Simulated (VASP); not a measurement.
# KTaO3 (P4/mmm) in VASP: a series of runs, part 2 of 2

VASP 6.6.1.

## Step 3: Single point, HSE06 (epitaxial xy strain +2.0%)

The input, POSCAR:

```
KTaO3
1.0
    4.0699337251      0.0000000000      0.0000000000
    0.0000000000      4.0699337251      0.0000000000
    0.0000000000      0.0000000000      3.9633012870
K Ta O
1 1 3
Direct
    0.0000000000      0.0000000000      0.0000000000
    0.5000000000      0.5000000000      0.5000000000
    0.5000000000      0.5000000000      0.0000000000
    0.5000000000      0.0000000000      0.5000000000
    0.0000000000      0.5000000000      0.5000000000
```

The input, INCAR.step1:

```
SYSTEM = KTaO3
  PREC = Accurate
  ENCUT = 520
  EDIFF = 1E-5
  ISMEAR = 0
  SIGMA = 0.01
  LREAL = .False.
  LASPH = .True.
  NELM = 100
  ALGO = Normal
  ISIF = 2
  LWAVE = .True.
  LCHARG = .False.
  GGA = PE
  NBANDS = 27
  KPAR = 4
```

The input, INCAR.step2:

```
SYSTEM = KTaO3
  PREC = Accurate
  ENCUT = 520
  EDIFF = 1E-6
  ISMEAR = 0
  SIGMA = 0.01
  LREAL = .False.
  LASPH = .True.
  NELM = 100
  ALGO = Normal
  ISIF = 2
  LWAVE = .False.
  LCHARG = .False.
  GGA = PE
  LHFCALC = .True.
  HFSCREEN = 0.2079
  PRECFOCK = Fast
  ISTART = 1
  NBANDS = 27
  KPAR = 4
```

The input, KPOINTS:

```
Automatic mesh
0
Gamma
  4 4 4
  0 0 0
```

Potentials or basis: VASP PAW PBE potentials, release 64 (K_sv, Ta_pv, O).

The run is started by

```bash
cat potpaw_PBE.64/K_sv/POTCAR potpaw_PBE.64/Ta_pv/POTCAR potpaw_PBE.64/O/POTCAR > POTCAR
cp INCAR.step1 INCAR
mpirun -np 4 vasp_std > vasp.out
cp INCAR.step2 INCAR
mpirun -np 4 vasp_std > vasp.out
```

OUTCAR:

```text
SYSTEM = KTaO3
   PREC = Accurate
   ENCUT = 520
   EDIFF = 1E-6
   ISMEAR = 0
   LREAL = .False.
   LASPH = .True.
   NELM = 100
   ISIF = 2
   GGA = PE
   LHFCALC = .True.
   HFSCREEN = 0.2079
   PRECFOCK = Fast
   ISTART = 1

 ion  position               nearest neighbor table
   1  0.000  0.000  0.000-   4 2.84   5 2.84   4 2.84   5 2.84   5 2.84   5 2.84   4 2.84   4 2.84
                             3 2.88   3 2.88   3 2.88   3 2.88   2 3.49   2 3.49   2 3.49   2 3.49
   2  0.500  0.500  0.500-   3 1.98   3 1.98   5 2.03   4 2.03   4 2.03   5 2.03   1 3.49   1 3.49
                             1 3.49   1 3.49   1 3.49   1 3.49   1 3.49   1 3.49
   3  0.500  0.500  0.000-   2 1.98   2 1.98   1 2.88   1 2.88   1 2.88   1 2.88
   4  0.500  0.000  0.500-   2 2.03   2 2.03   1 2.84   1 2.84   1 2.84   1 2.84
   5  0.000  0.500  0.500-   2 2.03   2 2.03   1 2.84   1 2.84   1 2.84   1 2.84

  LATTYP: Found a simple tetragonal cell.
 ALAT       =     4.0699337251
 C/A-ratio  =     0.9737999571

  Lattice vectors:

 A1 = (   4.0699337251,   0.0000000000,   0.0000000000)
 A2 = (   0.0000000000,   4.0699337251,   0.0000000000)
 A3 = (   0.0000000000,   0.0000000000,   3.9633012870)

Analysis of symmetry for initial positions (statically):
=====================================================================
 Subroutine PRICEL returns:
 Original cell was already a primitive cell.

 Routine SETGRP: Setting up the symmetry group for a
 simple tetragonal supercell.

 Subroutine GETGRP returns: Found 16 space group operations
 (whereof 16 operations were pure point group operations)
 out of a pool of 16 trial point group operations.

The static configuration has the point symmetry D_4h.

Analysis of symmetry for dynamics (positions and initial velocities):
=====================================================================
 Subroutine PRICEL returns:
 Original cell was already a primitive cell.

[... 134 lines left out ...]
   ENCUT4O =  -1.0   cutoff for four orbital integrals eV
   NKREDX  =     1    reduce k-point grid by
   NKREDY  =     1    reduce k-point grid by
   NKREDZ  =     1    reduce k-point grid by
   AEXX    =    0.2500 exact exchange contribution
   HFSCREEN=    0.2079 screening length (either q_TF or 0.3 A-1)
   HFSCREENC=   0.2079 screening length for correlation (either q_TF or 0.3 A-1)
   ENCUTFOCK=  -1.0 apply spherical cutoff to Coloumb kernel
   IVDW    =     0    specifies the selected vdW correction
   LEPSILON=     F    determine dielectric tensor
   LRPA    =     F    only Hartree local field effects (RPA)
 non-spin polarized calculation
 Gauss-broadening in eV      SIGMA  =   0.01
  energy-cutoff  :      520.00
  volume of cell :       65.65
 maximum number of plane-waves:      1791
  NGX = 18; NGY = 18; NGZ = 18

 number of electron      37.9999989 magnetization

 Free energy of the ion-electron system (eV)
  ---------------------------------------------------
  ext. energy  EPLUGINS =         0.00000000
  ---------------------------------------------------
  free energy    TOTEN  =       -49.28320743 eV

  energy without entropy =      -49.28320743  energy(sigma->0) =      -49.28320743

 E-fermi :   0.5897     XC(G=0):  -8.7950

 val. band max:        0.5161202103   @ k =   0.5000   0.5000   0.5000
 cond. band min:       3.8437931311   @ k =   0.0000   0.0000   0.0000
 fundamental gap:      3.3276729209
 Fermi energy:         0.5897100711

 k-point     1 :       0.0000    0.0000    0.0000
  band No.  band energies     occupation
      1     -35.8161      2.00000
      2     -35.7653      2.00000
      3     -35.7653      2.00000
      4     -28.7872      2.00000
      5     -18.6689      2.00000
      6     -17.9436      2.00000
[... 529 lines left out ...]
     26      12.8060      0.00000
     27      14.2166      0.00000

------------------------ aborting loop because EDIFF is reached ----------------------------------------

  FORCE on cell =-STRESS in cart. coord.  units (eV):
  Direction    XX          YY          ZZ          XY          YZ          ZX
  --------------------------------------------------------------------------------------
  -------------------------------------------------------------------------------------
  Total       -3.9232810     -3.9232810     -0.1627209      0.0000000     -0.0000000      0.0000000
  in kB      -95.7476735    -95.7476735     -3.9712030      0.0000000     -0.0000000      0.0000000
  external PRESSURE =     -65.1555167 kB  Pullay stress =       0.0000000 kB

 VOLUME and BASIS-vectors are now :
 -----------------------------------------------------------------------------
  energy-cutoff  :      520.00
  volume of cell :       65.65
      direct lattice vectors                 reciprocal lattice vectors
     4.069933725  0.000000000  0.000000000     0.245704247  0.000000000  0.000000000
     0.000000000  4.069933725  0.000000000     0.000000000  0.245704247  0.000000000
     0.000000000  0.000000000  3.963301287     0.000000000  0.000000000  0.252314908

 POSITION                                       TOTAL-FORCE (eV/Angst)
 -----------------------------------------------------------------------------------
      0.00000      0.00000      0.00000         0.000000      0.000000      0.000000
      2.03497      2.03497      1.98165         0.000000      0.000000      0.000000
      2.03497      2.03497      0.00000         0.000000      0.000000      0.000000
      2.03497      0.00000      1.98165         0.000000      0.000000      0.000000
      0.00000      2.03497      1.98165         0.000000      0.000000      0.000000
 -----------------------------------------------------------------------------------
    total drift:                               -0.000004     -0.000001      0.000001

  FREE ENERGIE OF THE ION-ELECTRON SYSTEM (eV)
  ---------------------------------------------------
  free  energy   TOTEN  =       -49.2832074299 eV

  energy  without entropy=      -49.2832074299  energy(sigma->0) =      -49.28320743
```

OUTCAR.step1:

```text
SYSTEM = KTaO3
   PREC = Accurate
   ENCUT = 520
   EDIFF = 1E-5
   ISMEAR = 0
   LREAL = .False.
[... 767 lines left out ...]
      2.03497      2.03497      0.00000         0.000000      0.000000      0.000000
      2.03497      0.00000      1.98165         0.000000      0.000000      0.000000
      0.00000      2.03497      1.98165         0.000000      0.000000      0.000000
 -----------------------------------------------------------------------------------
    total drift:                                0.000000      0.000000     -0.000000

  FREE ENERGIE OF THE ION-ELECTRON SYSTEM (eV)
  ---------------------------------------------------
  free  energy   TOTEN  =       -41.0095809785 eV

  energy  without entropy=      -41.0095809785  energy(sigma->0) =      -41.00958098
```

OSZICAR.step1:

```text
N       E                     dE             d eps       ncg     rms          rms(c)
DAV:   1     0.318027134450E+03    0.31803E+03   -0.21260E+04   972   0.143E+03
DAV:   2    -0.311243659291E+02   -0.34915E+03   -0.34007E+03  1160   0.399E+02
DAV:   3    -0.493035684616E+02   -0.18179E+02   -0.18088E+02  1253   0.881E+01
DAV:   4    -0.497361182095E+02   -0.43255E+00   -0.43205E+00  1664   0.115E+01
DAV:   5    -0.497380212240E+02   -0.19030E-02   -0.19028E-02  1222   0.782E-01    0.320E+01
DAV:   6    -0.412585655820E+02    0.84795E+01   -0.35102E+01  1192   0.392E+01    0.121E+01
DAV:   7    -0.410839336870E+02    0.17463E+00   -0.19941E+00  1261   0.866E+00    0.876E+00
DAV:   8    -0.410405358060E+02    0.43398E-01   -0.50348E-01  1158   0.583E+00    0.337E+00
DAV:   9    -0.410120390532E+02    0.28497E-01   -0.46188E-02  1131   0.172E+00    0.600E-01
DAV:  10    -0.410096686636E+02    0.23704E-02   -0.19666E-02  1281   0.867E-01    0.126E-01
DAV:  11    -0.410095521892E+02    0.11647E-03   -0.14715E-03  1254   0.243E-01    0.339E-02
DAV:  12    -0.410095729489E+02   -0.20760E-04   -0.82376E-05  1238   0.767E-02    0.157E-02
DAV:  13    -0.410095809785E+02   -0.80295E-05   -0.11690E-05   870   0.266E-02
   1 F= -.41009581E+02 E0= -.41009581E+02  d E =-.508404E-16
```

Run time: 13 min. Hardware: 4 MPI ranks of Oxide Virtual Turin-like, shared host; peak memory 0.28 GiB.

What came out:

- Free energy: -49.2832 eV
- Pressure: -6.5 GPa
- Band gap on the k mesh: 3.33 eV (least direct gap 4.01 eV)

Stress tensor (GPa, compression positive):
```
-9.57  0.00  0.00
 0.00 -9.57  0.00
 0.00  0.00 -0.40
```

Caveat: the cell differs from its parent crystal (epitaxial xy strain +2.0%); the stress differs along the axes, from -10 to -0 GPa; the PAW data sets were made with another functional, which shifts forces and pressure a little; spin-orbit coupling is left out, which moves the levels of the heavy elements.
